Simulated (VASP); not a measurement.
Set up this calculation in VASP 6.6.1, as the native input.

| Item | Value |
| --- | --- |
| Task | single point |
| Functional | PBE |
| Potentials or basis | VASP PAW PBE potentials, release 64 (Ti_sv, Tl_d, H) |
| Cutoff | 520 eV |
| k mesh | 10 × 10 × 10 |
| Occupations | gaussian, width 0.1 eV |
| Spin | no spin polarisation |
| Dipole correction | no |
| Further INCAR settings | ALGO = Normal; EDIFF = 1e-06; NBANDS = 30 |

The structure of TiTl2H4 lies in POSCAR:

```
TiTl2H4
1.0
   -2.5654836979      2.5654836979      3.8004965790
    2.5654836979     -2.5654836979      3.8004965790
    2.5654836979      2.5654836979     -3.8004965790
Ti Tl H
1 2 4
Direct
    0.0000000000      0.0000000000      0.0000000000
    0.7500000000      0.2500000000      0.5000000000
    0.2500000000      0.7500000000      0.5000000000
    0.2512855444      0.2512855444      0.5025710887
    0.2512855444      0.7487144556      0.0000000000
    0.7487144556      0.7487144556      0.4974289113
    0.7487144556      0.2512855444      0.0000000000
```

One way to write it, as run:

INCAR

```
SYSTEM = TiTl2H4
PREC     = Accurate       ! precision mode
ENCUT    = 520            ! plane-wave cutoff, eV
EDIFF    = 1E-6           ! SCF threshold, eV
ISMEAR   = 0              ! smearing method
SIGMA    = 0.1            ! smearing width, eV
LREAL    = .False.        ! projectors in reciprocal space
LASPH    = .True.         ! aspherical terms in the spheres
NELM     = 80             ! most SCF steps
ALGO     = Normal         ! electronic algorithm
ISIF     = 2              ! what is computed and relaxed
LWAVE    = .False.        ! write WAVECAR
LCHARG   = .False.        ! write CHGCAR
GGA      = PE             ! functional
NBANDS   = 30             ! bands
```

KPOINTS

```
regular mesh
0
Gamma
  10 10 10
  0 0 0
```

Potentials or basis: VASP PAW PBE potentials, release 64 (Ti_sv, Tl_d, H).

Run with:

```bash
$ cat potpaw_PBE.64/Ti_sv/POTCAR potpaw_PBE.64/Tl_d/POTCAR potpaw_PBE.64/H/POTCAR > POTCAR
$ mpirun -np 1 vasp_std > vasp.out
```

It gave:

```
Pressure               : -0.1 GPa
Largest force          : 0.006 eV/Å
Band gap on the k mesh : zero (band 21 reaches 5.12 eV, above the bottom of band 22 at 3.58 eV)
```

Caveat: spin-orbit coupling is left out, which moves the levels of the heavy elements.

Run time: 9.6 min on 1 thread of Oxide Virtual Turin-like Processor (shared host), peak memory 0.41 GiB.
